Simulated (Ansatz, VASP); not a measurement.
# One calculation of NaCl, two programs

```
CELL_PARAMETERS angstrom
0.00000 2.80273 2.80273
2.80273 0.00000 2.80273
2.80273 2.80273 0.00000
ATOMIC_POSITIONS crystal
Na 0.00000 0.00000 0.00000
Cl 0.50000 0.50000 0.50000
```

Alike in both runs: task single point; functional PBE-based screened hybrid with a share of 0.35 of exact exchange and HFSCREEN = 0.3; k mesh 4 × 4 × 4; no spin polarisation.

|  | VASP | Ansatz |
| --- | --- | --- |
| version | VASP 6.6.1 | Ansatz 0.2.0 |
| potentials or method | VASP PAW PBE potentials, release 64 (Na_pv, Cl) | plane waves |
| plane-wave cutoff (eV) | 520 | 420 |
| occupations | gaussian, width 0.01 eV | fixed |
| valence electrons in the cell | 14 | 16 |

|  | VASP | Ansatz | Ansatz less VASP |
| --- | --- | --- | --- |
| gap on the k mesh at the Fermi level (eV) | 6.77 | 6.78 | +0.013 |
| pressure (GPa) | 0.6 | 0.5 | -0.05 |

VASP's potentials were made for PBE, not for PBE-based screened hybrid. VASP's potentials hold 14 valence electrons a cell and Ansatz's 16, so a difference there can come from the potentials and not from the codes. Ansatz's warnings: stress exchange threshold loose, stress scf threshold loose.

The k mesh is coarse, so the values compare programs but aren't converged.
